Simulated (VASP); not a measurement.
# Lu (Im-3m) in VASP: notebook

Lu is run at these levels: PBE; tasks: single point, relaxation of cell and atoms.

Program: VASP 6.6.1. These are calculated values, not measurements. Logs are shortened: lines on timing, memory, paths and dates and some standing lists are left out, and cuts for length are marked.

### 1 The cell of the first run

It takes space group Im-3m (No. 229, cubic). Conventional cell: a = 3.277 Å, b = 3.277 Å, c = 3.277 Å, α = 90.00°, β = 90.00°, γ = 90.00°. Lu (site symmetry m-3m) has 14 Lu at 2.84 to 3.28 Å within 3.7 Å.

### 2 Single point, PBE

Input file INCAR:

```
SYSTEM = Lu
  ALGO = Normal
  EDIFF = 1E-6
  ENCUT = 520
  GGA = PE
  ISIF = 2
  ISMEAR = -1
  LASPH = .True.
  LCHARG = .True.
  LELF = .True.
  LREAL = .False.
  LVHAR = .True.
  LWAVE = .False.
  NBANDS = 18
  NELM = 100
  PREC = Accurate
  SIGMA = 0.08
```

Input file KPOINTS:

```
k-points
0
Gamma
  16 16 16
  0 0 0
```

Input file POSCAR:

```
Lu
1.0
   -1.6386288383      1.6386288383      1.6386288383
    1.6386288383     -1.6386288383      1.6386288383
    1.6386288383      1.6386288383     -1.6386288383
Lu
1
Direct
    0.0000000000      0.0000000000      0.0000000000
```

Potentials or basis: VASP PAW PBE potentials, release 64 (Lu).

Launch:

```console
cat potpaw_PBE.64/Lu/POTCAR > POTCAR
mpirun -np 1 vasp_std > vasp.out
```

OUTCAR:

```text
SYSTEM = Lu
   EDIFF = 1E-6
   ENCUT = 520
   GGA = PE
   ISIF = 2
   ISMEAR = -1
   LASPH = .True.
   LREAL = .False.
   NELM = 100
   PREC = Accurate

 ion  position               nearest neighbor table
   1  0.000  0.000  0.000-

  LATTYP: Found a body centered cubic cell.
 ALAT       =     3.2772576766

  Lattice vectors:

 A1 = (  -1.6386288383,   1.6386288383,   1.6386288383)
 A2 = (   1.6386288383,  -1.6386288383,   1.6386288383)
 A3 = (   1.6386288383,   1.6386288383,  -1.6386288383)

Analysis of symmetry for initial positions (statically):
=====================================================================
 Subroutine PRICEL returns:
 Original cell was already a primitive cell.

 Routine SETGRP: Setting up the symmetry group for a
 body centered cubic supercell.

 Subroutine GETGRP returns: Found 48 space group operations
 (whereof 48 operations were pure point group operations)
 out of a pool of 48 trial point group operations.

The static configuration has the point symmetry O_h .

Analysis of symmetry for dynamics (positions and initial velocities):
=====================================================================
 Subroutine PRICEL returns:
 Original cell was already a primitive cell.

 Routine SETGRP: Setting up the symmetry group for a
 body centered cubic supercell.

 Subroutine GETGRP returns: Found 48 space group operations
 (whereof 48 operations were pure point group operations)
 out of a pool of 48 trial point group operations.

The dynamic configuration has the point symmetry O_h .

 Subroutine INISYM returns: Found 48 space group operations
 (whereof 48 operations are pure point group operations),
 and found     1 'primitive' translations

----------------------------------------------------------------------------------------

                                     Primitive cell

  volume of cell :      17.5996

  direct lattice vectors                    reciprocal lattice vectors
    -1.638628838  1.638628838  1.638628838     0.000000000  0.305133163  0.305133163
     1.638628838 -1.638628838  1.638628838     0.305133163  0.000000000  0.305133163
     1.638628838  1.638628838 -1.638628838     0.305133163  0.305133163  0.000000000

  length of vectors
     2.838188403  2.838188403  2.838188403     0.431523457  0.431523457  0.431523457

  position of ions in fractional coordinates (direct lattice)
     0.000000000  0.000000000  0.000000000

  ion indices of the primitive-cell ions
   primitive index   ion index
                 1           1

----------------------------------------------------------------------------------------

 KPOINTS: k-points

Automatic generation of k-mesh.
 Grid dimensions read from file:
 generate k-points for:   16   16   16

 Generating k-lattice:

  Cartesian coordinates                     Fractional coordinates (reciprocal lattice)
     0.000000000  0.019070823  0.019070823     0.062500000  0.000000000  0.000000000
     0.019070823  0.000000000  0.019070823     0.000000000  0.062500000  0.000000000
     0.019070823  0.019070823  0.000000000     0.000000000  0.000000000  0.062500000

  Length of vectors
     0.026970216  0.026970216  0.026970216

  Shift w.r.t. Gamma in fractional coordinates (k-lattice)
     0.000000000  0.000000000  0.000000000

 Subroutine IBZKPT returns following result:
 ===========================================

 Found    145 irreducible k-points:

 Following reciprocal coordinates:
            Coordinates               Weight
  0.000000  0.000000  0.000000      1.000000
  0.062500  0.000000  0.000000     12.000000
  0.125000  0.000000  0.000000     12.000000
  0.187500  0.000000  0.000000     12.000000
  0.250000  0.000000  0.000000     12.000000
  0.312500  0.000000  0.000000     12.000000
[... 16 lines left out ...]
  0.187500  0.187500  0.000000     24.000000
  0.250000  0.187500 -0.000000     48.000000
 [... further k-points ...]
   k-points           NKPTS =    145   k-points in BZ     NKDIM =    145   number of bands    NBANDS=     18
   number of dos      NEDOS =    301   number of ions     NIONS =      1
   total plane-waves  NPLWV =  13824
   dimension x,y,z NGX =    24 NGY =   24 NGZ =   24
   dimension x,y,z NGXF=    48 NGYF=   48 NGZF=   48
   ions per type =               1
   NGX,Y,Z   is equivalent  to a cutoff of  14.06, 14.06, 14.06 a.u.
   NGXF,Y,Z  is equivalent  to a cutoff of  28.12, 28.12, 28.12 a.u.
 SYSTEM =  Lu
   PREC   = accura    normal or accurate (medium, high low for compatibility)
   ISTART =      0    job   : 0-new  1-cont  2-samecut
   ICHARG =      2    charge: 1-file 2-atom 10-const
   ISPIN  =      1    spin polarized calculation?
   LNONCOLLINEAR =      F non collinear calculations
   LSORBIT =      F    spin-orbit coupling
   LASPH  =      T    aspherical Exc in radial PAW
   ENCUT  =  520.0 eV  38.22 Ry    6.18 a.u.   5.28  5.28  5.28*2*pi/ulx,y,z
   NELM   =    100;   NELMIN=  2; NELMDL= -5     # of ELM steps
   EDIFF  = 0.1E-05   stopping-criterion for ELM
   LREAL  =      F    real-space projection
   EDIFFG = 0.1E-04   stopping-criterion for IOM
   NSW    =      0    number of steps for IOM
   IBRION =     -1    ionic relax: 0-MD 1-quasi-New 2-CG
   NFREE  =      0    steps in history (QN), initial steepest desc. (CG)
   ISIF   =      2    stress and relaxation
   ISYM   =      2    0-nonsym 1-usesym 2-fastsym
   POTIM  = 0.5000    time-step for ionic-motion
   TEBEG  =    0.0;   TEEND  =   0.0 temperature during run
   PSTRESS=    0.0 pullay stress
   NELECT =      25.0000    total number of electrons
   NUPDOWN=      -1.0000    fix difference up-down
   EMIN   =  10.00;   EMAX   =-10.00  energy-range for DOS
   EFERMI =   0.00;   METHOD = LEGACY
   ISMEAR =    -1;   SIGMA  =   0.08  broadening in eV -4-tet -1-fermi 0-gaus
   EFERMI_NEDOS =   21; number of points for ismear=-14 and -15
   IALGO  =     38    algorithm
   IMIX   =      4    mixing-type and parameters
     AMIX     =   0.40;   BMIX     =  1.00
     AMIX_MAG =   1.60;   BMIX_MAG =  1.00
  volume/ion in A,a.u.               =      17.60       118.77
  Fermi-wavevector in a.u.,A,eV,Ry     =   1.840296  3.477654 46.078684  3.386688
  Thomas-Fermi vector in A             =   2.892662
   LORBIT       =      0    0 simple, 1 ext, 2 COOP (PROOUT), +10 PAW based schemes
   GGA     = PE    functional components
   LHFCALC =     F    Hartree Fock is set to
   AEXX    =    0.0000 exact exchange contribution
   IVDW    =     0    specifies the selected vdW correction
   LEPSILON=     F    determine dielectric tensor
   LRPA    =     F    only Hartree local field effects (RPA)
 non-spin polarized calculation
  energy-cutoff  :      520.00
  volume of cell :       17.60
 maximum number of plane-waves:       490
 NGX is ok and might be reduce to    24
   NGX = 11   NGY = 11   NGZ = 11

 number of electron      25.0000005 magnetization

 Free energy of the ion-electron system (eV)
  ---------------------------------------------------
  ext. energy  EPLUGINS =         0.00000000
  ---------------------------------------------------
  free energy    TOTEN  =        -3.04566741 eV

  energy without entropy =       -3.01225431  energy(sigma->0) =       -3.02896086

 E-fermi :   4.5437     XC(G=0): -13.3977

 val. band max:        4.5344942005   @ k =   0.3750   0.2500   0.0000
 cond. band min:       4.5491828068   @ k =  -0.4375   0.4375   0.0625
 fundamental gap:      0.0146886063
 Fermi energy:         4.5436809117

 k-point     1 :       0.0000    0.0000    0.0000
  band No.  band energies     occupation
      1     -51.1499      2.00000
      2     -20.7607      2.00000
      3     -20.7607      2.00000
      4     -20.7607      2.00000
      5      -2.5188      2.00000
      6      -0.2157      2.00000
[... 10 lines left out ...]
     17      10.7879      0.00000
     18      19.3589      0.00000

 k-point     2 :       0.0625    0.0000    0.0000
  band No.  band energies     occupation
      1     -51.1395      2.00000
      2     -20.8637      2.00000
      3     -20.7889      2.00000
      4     -20.7622      2.00000
      5      -2.3024      2.00000
      6      -0.2125      2.00000
[... 10 lines left out ...]
     17      10.7804      0.00000
     18      19.5835      0.00000

 k-point     3 :       0.1250    0.0000    0.0000
  band No.  band energies     occupation
      1     -51.1099      2.00000
      2     -21.1478      2.00000
      3     -20.8683      2.00000
      4     -20.7663      2.00000
      5      -1.6963      2.00000
      6      -0.2041      2.00000
[... 10 lines left out ...]
     17      10.7817      0.00000
     18      20.1713      0.00000

 k-point     4 :       0.1875    0.0000    0.0000
  band No.  band energies     occupation
      1     -51.0654      2.00000
      2     -21.5509      2.00000
      3     -20.9850      2.00000
      4     -20.7725      2.00000
      5      -0.8344      2.00000
      6      -0.1936      2.00000
[... 10 lines left out ...]
     17      10.8447      0.00000
     18      20.7751      0.00000

 k-point     5 :       0.2500    0.0000    0.0000
  band No.  band energies     occupation
      1     -51.0124      2.00000
      2     -21.9974      2.00000
      3     -21.1195      2.00000
      4     -20.7800      2.00000
      5      -0.1971      2.00000
      6      -0.1853      2.00000
[... 10 lines left out ...]
     17      11.0185      0.00000
     18      20.5973      0.00000

 k-point     6 :       0.3125    0.0000    0.0000
  band No.  band energies     occupation
      1     -50.9589      2.00000
      2     -22.4177      2.00000
      3     -21.2508      2.00000
      4     -20.7876      2.00000
      5      -0.1821      2.00000
      6      -0.1298      2.00000
[... 10 lines left out ...]
     17      12.1025      0.00000
     18      19.4615      0.00000

 k-point     7 :       0.3750    0.0000    0.0000
  band No.  band energies     occupation
      1     -50.9132      2.00000
      2     -22.7564      2.00000
      3     -21.3597      2.00000
      4     -20.7943      2.00000
      5      -0.1837      2.00000
      6      -0.1027      2.00000
[... 10 lines left out ...]
     17      13.8900      0.00000
     18      18.1254      0.00000

 k-point     8 :       0.4375    0.0000    0.0000
  band No.  band energies     occupation
      1     -50.8825      2.00000
      2     -22.9749      2.00000
      3     -21.4312      2.00000
      4     -20.7988      2.00000
      5      -0.1868      2.00000
      6      -0.1093      2.00000
[... 10 lines left out ...]
     17      15.5603      0.00000
     18      17.0658      0.00000
[... 229 lines left out ...]
     17      12.8382      0.00000
     18      19.7622      0.00000

 k-point    20 :       0.3125    0.1250   -0.0000
  band No.  band energies     occupation
      1     -50.9002      2.00000
      2     -22.7064      2.00000
      3     -21.4613      2.00000
      4     -20.9109      2.00000
      5      -0.1673      2.00000
      6      -0.1129      2.00000
[... 10 lines left out ...]
     17      14.5183      0.00000
     18      18.8477      0.00000

 k-point    21 :       0.3750    0.1250    0.0000
  band No.  band energies     occupation
      1     -50.8718      2.00000
      2     -22.8828      2.00000
      3     -21.5566      2.00000
      4     -20.9183      2.00000
      5      -0.1691      2.00000
      6      -0.1189      2.00000
[... 10 lines left out ...]
     17      16.0436      0.00000
     18      18.3062      0.00000

 k-point    22 :       0.4375    0.1250    0.0000
  band No.  band energies     occupation
      1     -50.8618      2.00000
      2     -22.9438      2.00000
      3     -21.5899      2.00000
      4     -20.9208      2.00000
      5      -0.1703      2.00000
      6      -0.1198      2.00000
[... 10 lines left out ...]
     17      16.8532      0.00000
     18      18.0194      0.00000

 k-point    23 :       0.1875    0.1875    0.0000
  band No.  band energies     occupation
      1     -50.9466      2.00000
      2     -22.3622      2.00000
      3     -21.3192      2.00000
      4     -20.9374      2.00000
      5      -0.1632      2.00000
      6      -0.1243      2.00000
[... 10 lines left out ...]
     17      12.7558      0.00000
     18      20.2212      0.00000

 k-point    24 :       0.2500    0.1875   -0.0000
  band No.  band energies     occupation
      1     -50.9044      2.00000
      2     -22.5800      2.00000
      3     -21.5114      2.00000
      4     -20.9695      2.00000
      5      -0.1515      2.00000
      6      -0.1247      2.00000
[... 10 lines left out ...]
     17      14.4038      0.00000
     18      19.4648      0.00000

 [... further k-points ...]
[... 5 lines left out ...]
  --------------------------------------------------------------------------------------
  -------------------------------------------------------------------------------------
  Total        5.7350646      5.7350646      5.7350646      0.0000000     -0.0000000      0.0000000
  in kB      522.0921039    522.0921039    522.0921039      0.0000000     -0.0000000      0.0000000
  external PRESSURE =     522.0921039 kB  Pullay stress =       0.0000000 kB

 VOLUME and BASIS-vectors are now :
 -----------------------------------------------------------------------------
  energy-cutoff  :      520.00
  volume of cell :       17.60
      direct lattice vectors                 reciprocal lattice vectors
    -1.638628838  1.638628838  1.638628838     0.000000000  0.305133163  0.305133163
     1.638628838 -1.638628838  1.638628838     0.305133163  0.000000000  0.305133163
     1.638628838  1.638628838 -1.638628838     0.305133163  0.305133163  0.000000000

 POSITION                                       TOTAL-FORCE (eV/Angst)
 -----------------------------------------------------------------------------------
      0.00000      0.00000      0.00000        -0.000000      0.000000      0.000000
 -----------------------------------------------------------------------------------
    total drift:                                0.000000      0.000000     -0.000000

  FREE ENERGIE OF THE ION-ELECTRON SYSTEM (eV)
  ---------------------------------------------------
  free  energy   TOTEN  =        -3.0456674092 eV

  energy  without entropy=       -3.0122543082  energy(sigma->0) =       -3.02896086
```

It took 32 s on 1 thread of Intel Xeon Platinum 8259CL at 2.50GHz (Skylake/Cascade Lake), shared host; peak memory 0.18 GiB.

Results:

| Quantity | Value |
| --- | --- |
| Free energy | -3.0457 eV |
| Pressure | 52.2 GPa |

Levels at points of the mesh, in eV from the Fermi level:
| k point | band 9 | band 10 | band 11 | band 12 | band 13 | band 14 | band 15 | band 16 |
| --- | --- | --- | --- | --- | --- | --- | --- | --- |
| (0.00, 0.00, 0.00) | -4.44 | -4.44 | -4.44 | -4.36 | 2.67 | 2.67 | 2.67 | 6.24 |
| (0.50, 0.00, 0.00) | -4.46 | -4.46 | -4.41 | -3.69 | -0.31 | 3.39 | 6.45 | 7.86 |
| (0.50, 0.50, 0.50) | -4.42 | -4.42 | -4.42 | -3.46 | -3.46 | 10.41 | 10.41 | 10.41 |

Caveat: spin-orbit coupling is left out, which moves the levels of the heavy elements.

[end of part 1 of 2]
